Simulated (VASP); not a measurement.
Write the native input for VASP 6.6.1 that does the following.

```
Task                   : single point
Functional             : LDA
Potentials or basis    : VASP PAW LDA potentials, release 64 (Ir)
Cutoff                 : 520 eV
k mesh                 : 12 × 12 × 12
Occupations            : fermi-dirac, width 0.05 eV
Spin                   : no spin polarisation
Dipole correction      : no
Further INCAR settings : ALGO = Normal; EDIFF = 1e-06; NBANDS = 10
```

The structure of Ir lies in POSCAR:

```
Ir
1.0
    0.0000000000      1.9531703226      1.9531703226
    1.9531703226      0.0000000000      1.9531703226
    1.9531703226      1.9531703226      0.0000000000
Ir
1
Direct
    0.0000000000      0.0000000000      0.0000000000
```

This cell differs from its parent crystal: volume scaled by 1.06.

The input as run:

INCAR

```
ALGO     = Normal         # electronic algorithm
EDIFF    = 1E-6           # SCF threshold, eV
ENCUT    = 520            # plane-wave cutoff, eV
ISIF     = 2              # what is computed and relaxed
ISMEAR   = -1             # smearing method
LASPH    = T              # aspherical terms in the spheres
LCHARG   = T              # write CHGCAR
LELF     = T              # ELF
LREAL    = F              # projectors in reciprocal space
LVHAR    = T            
LWAVE    = F              # write WAVECAR
NBANDS   = 10             # bands
NELM     = 100            # most SCF steps
PREC     = Accurate       # precision mode
SIGMA    = 0.05           # smearing width, eV
```

KPOINTS

```
k-points
0
Gamma
  12 12 12
```

Potentials or basis: VASP PAW LDA potentials, release 64 (Ir).

The run is started by

```bash
$ cat potpaw_LDA.64/Ir/POTCAR > POTCAR
$ mpirun -np 1 vasp_std > vasp.out
```

It gave:

```yaml
Pressure: -23.4 GPa
```

Run time: 7.3 s on 1 thread of Intel Xeon 6975P-C, on a shared host, peak memory 0.14 GiB.
